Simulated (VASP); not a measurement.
The system is Be2C3.

```
Be C
1.0
     0.00000    3.85477    3.85477
     3.85477    0.00000    3.85477
     3.85477    3.85477    0.00000
Be C
4 6
Direct
  0.50000 0.50000 0.50000
  0.25000 0.25000 0.25000
  0.75000 0.75000 0.75000
  0.00000 0.00000 0.00000
  0.28878 0.71122 0.71122
  0.71122 0.28878 0.28878
  0.71122 0.28878 0.71122
  0.28878 0.71122 0.28878
  0.71122 0.71122 0.28878
  0.28878 0.28878 0.71122
```

```yaml
Program: VASP 6.6.1
Task: relaxation of cell and atoms
Functional: PBE
Potentials_or_basis: VASP PAW PBE potentials, release 64 (Be, C)
Cutoff: 600 eV
k_mesh: 4 × 4 × 4
Occupations: gaussian, width 0.1 eV
Spin: no spin polarisation
```

At the start: pressure -12.1 GPa; volume 11.46 Å³/atom.

Q: How do energy, volume and symmetry change on relaxing?

A: Over 5 steps the energy falls by 466.9 meV/atom and the volume is 8.55 Å³/atom (-25.4 %); space group Pm-3m (No. 221, to 0.05 Å).

The path:
```csv
step,energy change (eV),largest force (eV/Å),pressure (GPa),volume (Å³)
1,0.0000,2.7280,-12.10,114.56
2,-2.8515,1.8311,-11.39,100.80
3,-4.6448,0.3369,2.21,84.14
4,-4.6554,0.2290,-1.63,86.50
5,-4.6687,0.0058,-0.14,85.51
```

Final structure:
```cif
data_structure
_symmetry_space_group_name_H-M 'P 1'
_symmetry_Int_Tables_number 1
_cell_length_a 4.9452
_cell_length_b 4.9452
_cell_length_c 4.9452
_cell_angle_alpha 60.000
_cell_angle_beta 60.000
_cell_angle_gamma 60.000
_cell_volume 85.51
loop_
_atom_site_label
_atom_site_type_symbol
_atom_site_fract_x
_atom_site_fract_y
_atom_site_fract_z
_atom_site_occupancy
Be1 Be 0.50000 0.50000 0.50000 1
Be2 Be 0.25000 0.25000 0.25000 1
Be3 Be 0.75000 0.75000 0.75000 1
Be4 Be 0.00000 0.00000 0.00000 1
C1 C 0.25004 0.74996 0.74996 1
C2 C 0.74996 0.25004 0.25004 1
C3 C 0.74996 0.25004 0.74996 1
C4 C 0.25004 0.74996 0.25004 1
C5 C 0.74996 0.74996 0.25004 1
C6 C 0.25004 0.25004 0.74996 1
```

Caveat: the volume moved by over 15 % at a fixed basis, so the end points are rough.
